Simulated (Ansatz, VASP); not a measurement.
**Two plane-wave programs on HfO3**

INCAR

```
SYSTEM = HfO3
ALGO = Normal ; EDIFF = 1E-6
ENCUT = 520 ; GGA = PE
ISIF = 2 ; ISMEAR = 0
LASPH = .True. ; LCHARG = .True.
LELF = .True. ; LREAL = .False.
LVHAR = .True. ; LWAVE = .False.
NBANDS = 38 ; NELM = 80
PREC = Accurate ; SIGMA = 0.2
```

File KPOINTS:

```
k-points
0
Gamma
  6 6 4
  0 0 0
```

POSCAR

```
HfO3
1.0
    3.8305977953      0.0000000000      0.0000000000
   -1.9152988977      3.3173950024      0.0000000000
    0.0000000000      0.0000000000      8.1135128972
Hf O
2 6
Direct
    0.0000000000      1.0000000000      0.0000000000
    0.0000000000      1.0000000000      0.5000000000
    0.0000000000      1.0000000000      0.2500000000
    0.0000000000      1.0000000000      0.7500000000
    0.3333333333      0.6666666667      0.0935357833
    0.3333333333      0.6666666667      0.5935357833
    0.3333333333      0.6666666667      0.4064642167
    0.3333333333      0.6666666667      0.9064642167
```

Input for Ansatz:

```yaml
crystal:
  lattice:
    - [3.8305977953, 0.0, 0.0]
    - [-1.9152988977, 3.3173950024, 0.0]
    - [0.0, 0.0, 8.1135128972]
  atoms:
    - { symbol: Hf, position: [0.0, 1.0, 0.0] }
    - { symbol: Hf, position: [0.0, 1.0, 0.5] }
    - { symbol: O, position: [0.0, 1.0, 0.25] }
    - { symbol: O, position: [0.0, 1.0, 0.75] }
    - { symbol: O, position: [0.3333333333, 0.6666666667, 0.0935357833] }
    - { symbol: O, position: [0.3333333333, 0.6666666667, 0.5935357833] }
    - { symbol: O, position: [0.3333333333, 0.6666666667, 0.4064642167] }
    - { symbol: O, position: [0.3333333333, 0.6666666667, 0.9064642167] }
basis:
  ecutwfc: 420
kpoints:
  mp_grid: { grid: [6, 6, 4] }
hamiltonian:
  xc: pbe
scf:
  occupations: { method: gaussian, width: 0.2 }
  lower_state_search: "off"
output:
  forces: true
  stress: true
  eigenvalues: true
```

Alike in both runs: task single point; functional PBE; k mesh 6 × 6 × 4; occupations gaussian, width 0.2 eV; no spin polarisation.

```csv
,VASP,Ansatz
version,VASP 6.6.1,Ansatz 0.2.0
potentials or method,"VASP PAW PBE potentials, release 64 (Hf_pv, O), cutoff 520 eV","scalar-relativistic, plane waves, PAW"
valence electrons in the cell,56,88
```

Ansatz gave:

```
gap on the k mesh at the Fermi level (eV)                     : 0.29
least direct gap on the mesh (eV)                             : 0.29
pressure (GPa)                                                : 0.0
traceless stress, the component that is largest in VASP (GPa) : 0.07
rms of the force components (eV/Å)                            : 0.005
```

Problem. Which values does VASP return?

Solution. gap on the k mesh at the Fermi level (eV): 0.23; least direct gap on the mesh (eV): 0.23; pressure (GPa): -1.5; traceless stress, the component that is largest in VASP (GPa): 0.03; rms of the force components (eV/Å): 0.061.

Atom by atom the forces differ by 0.066 eV/Å (rms over components). VASP's potentials hold 56 valence electrons a cell and Ansatz's 88, so a difference there can come from the potentials and not from the codes.

Spin-orbit coupling is off throughout.
